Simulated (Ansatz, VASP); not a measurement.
TaSi2 in VASP and in Ansatz

```xyz
9
Lattice="4.7323 0.0000 0.0000 -2.3661 4.0983 0.0000 0.0000 0.0000 6.5174" Properties=species:S:1:pos:R:3 pbc="T T T"
Ta    2.3661    0.0000    3.2587
Ta    1.1831    2.0491    5.4312
Ta   -1.1831    2.0491    1.0862
Si    0.0000    1.3061    3.2587
Si    3.6012    0.6530    5.4312
Si    1.2351    3.4452    1.0862
Si    2.3661    2.7922    3.2587
Si   -1.2351    3.4452    5.4312
Si    1.1311    0.6530    1.0862
```

Alike in both runs: functional LDA; k mesh 9 × 9 × 6; occupations gaussian, width 0.1 eV; no spin polarisation.

Ansatz relaxed the structure, and its values are those at the end. VASP's run is a single point on that final structure, the one shown.

```csv
,VASP,Ansatz
version,VASP 6.6.1,Ansatz 0.2.0
potentials or method,"VASP PAW LDA potentials, release 64 (Ta_pv, Si), cutoff 520 eV","scalar-relativistic, plane waves, PAW"
valence electrons in the cell,57,63
```

```tsv
	VASP	Ansatz	Ansatz less VASP
gap on the k mesh at the Fermi level (eV)	none	none	-
pressure (GPa)	0.7	0.0	-0.68
rms of the force components (eV/Å)	0.003	0.000	-0.0030
```

LDA's correlation is that of Perdew and Zunger in VASP and of Perdew and Wang (1992) in Ansatz. A gap of «none» marks a metal or a gap that the smearing closes. VASP's potentials hold 57 valence electrons a cell and Ansatz's 63, so a difference there can come from the potentials and not from the codes.

Spin-orbit coupling is off throughout.
